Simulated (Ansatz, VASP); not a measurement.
**MnGa3 in VASP and in Ansatz**

File INCAR:

```
SYSTEM = MnGa3
PREC     = Accurate       ! precision mode
ENCUT    = 520            ! plane-wave cutoff, eV
EDIFF    = 1E-6           ! SCF threshold, eV
ISMEAR   = 0              ! smearing method
SIGMA    = 0.1            ! smearing width, eV
LREAL    = .FALSE.        ! projectors in reciprocal space
LASPH    = .TRUE.         ! aspherical terms in the spheres
NELM     = 60             ! most SCF steps
ALGO     = Fast           ! electronic algorithm
ISIF     = 2              ! what is computed and relaxed
LWAVE    = .FALSE.        ! write WAVECAR
LCHARG   = .FALSE.        ! write CHGCAR
GGA      = PE             ! functional
NBANDS   = 34             ! bands
```

The input KPOINTS:

```
regular mesh
0
G
  12 12 12
  0 0 0
```

POSCAR

```
MnGa3
1.0
    0.0000000000      3.0875124486      3.0875124486
    3.0875124486      0.0000000000      3.0875124486
    3.0875124486      3.0875124486      0.0000000000
Ga Mn
3 1
Direct
    0.2500000000      0.2500000000      0.2500000000
    0.7500000000      0.7500000000      0.7500000000
    0.5000000000      0.5000000000      0.5000000000
    0.0000000000      0.0000000000      0.0000000000
```

Input for Ansatz:

```yaml
crystal:
  lattice:
    - [0.0, 3.0875124486, 3.0875124486]
    - [3.0875124486, 0.0, 3.0875124486]
    - [3.0875124486, 3.0875124486, 0.0]
  atoms:
    - { symbol: Ga, position: [0.25, 0.25, 0.25] }
    - { symbol: Ga, position: [0.75, 0.75, 0.75] }
    - { symbol: Ga, position: [0.5, 0.5, 0.5] }
    - { symbol: Mn, position: [0.0, 0.0, 0.0] }
basis:
  ecutwfc: 420
kpoints:
  mp_grid: { grid: [12, 12, 12] }
hamiltonian:
  xc: pbe
scf:
  occupations: { method: gaussian, width: 0.1 }
  lower_state_search: "off"
output:
  forces: true
  stress: true
  eigenvalues: true
```

Alike in both runs: task single point; functional PBE; k mesh 12 × 12 × 12; occupations gaussian, width 0.1 eV; no spin polarisation.

|  | VASP | Ansatz |
| --- | --- | --- |
| version | VASP 6.6.1 | Ansatz 0.2.0 |
| potentials or method | VASP PAW PBE potentials, release 64 (Ga_d, Mn_pv), cutoff 520 eV | scalar-relativistic, plane waves, PAW |
| valence electrons in the cell | 52 | 54 |

|  | VASP | Ansatz | Ansatz less VASP |
| --- | --- | --- | --- |
| gap on the k mesh at the Fermi level (eV) | none | none | - |
| pressure (GPa) | 1.8 | 1.6 | -0.24 |

A gap of «none» marks a metal or a gap that the smearing closes. VASP's potentials hold 52 valence electrons a cell and Ansatz's 54, so a difference there can come from the potentials and not from the codes.
